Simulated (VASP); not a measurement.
Runs of VASP 6.6.1 on Pt. Symmetry: Im-3m, No. 229, cubic system. The conventional cell has a = 3.168 Å, b = 3.168 Å, c = 3.168 Å, α = 90.00°, β = 90.00°, γ = 90.00°. Pt (site symmetry m-3m) has 14 Pt at 2.74 to 3.17 Å within 3.6 Å. This isn't the form of Pt at room conditions, which is fcc.

| smearing | gap on the mesh (eV) | pressure (GPa) |
| --- | --- | --- |
| gaussian 0.3 eV | none | (a) |
| gaussian 0.2 eV | none | -15.1 |
| gaussian 0.1 eV | none | -15.4 |
| gaussian 0.05 eV | none | -15.5 |

Alike in all rows: task single point; level LDA; potentials or basis VASP PAW LDA potentials, release 64 (Pt); no spin polarisation; cell as given; k mesh 13 × 13 × 13; cutoff (eV) 500.

**Question.** Estimate the missing entries.

**Answer.** (a) -14.9.

Caveats: the cell stands under tension; spin-orbit coupling is left out, which moves the levels of the heavy elements; so wide a smearing shifts energies and pressures (at least some runs).

A k mesh can miss the band edges, and the runs leave out spin-orbit coupling on Pt.

A gap of «none» marks levels without a gap at the run's occupations.
